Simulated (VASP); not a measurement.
SiPdPt3, 5 atoms in the cell. It takes space group Pm-3m (No. 221, cubic). The conventional cell has a = 4.817 Å, b = 4.817 Å, c = 4.817 Å, α = 90.00°, β = 90.00°, γ = 90.00°. Si (site symmetry m-3m) has 12 Pt at 3.41 Å and 8 Pd at 4.17 Å within 4.5 Å. Within 3.2 Å of Pd (site symmetry m-3m) lie 6 Pt at 2.41 Å. Within 3.2 Å of Pt (site symmetry 4/mmm) lie 2 Pd at 2.41 Å. 

- Program: VASP 6.6.1
- Task: relaxation of cell and atoms
- Functional: PBE
- Potentials or basis: VASP PAW PBE potentials, release 64 (Si, Pd, Pt)
- Cutoff: 600 eV
- k mesh: 8 × 8 × 8
- Occupations: gaussian, width 0.1 eV
- Spin: no spin polarisation
- Dipole correction: no
- Further INCAR settings: ALGO = Fast; EDIFF = 1e-07; IBRION = 2; EDIFFG = -0.01; NSW = 100; ISIF = 3

Potentials or basis: VASP PAW PBE potentials, release 64 (Si, Pd, Pt).

Command:

```console
$ cat potpaw_PBE.64/Si/POTCAR potpaw_PBE.64/Pd/POTCAR potpaw_PBE.64/Pt/POTCAR > POTCAR
$ mpirun -np 1 vasp_std > vasp.out
```

Hardware: 1 thread of AMD EPYC 7R13 (shared host).

How long does it take, and how much memory?

It took 8.1 min on 1 thread of AMD EPYC 7R13, with other jobs on the host, peak memory 0.31 GiB. Counts: scf iterations 36, k points 35, ion steps 3.
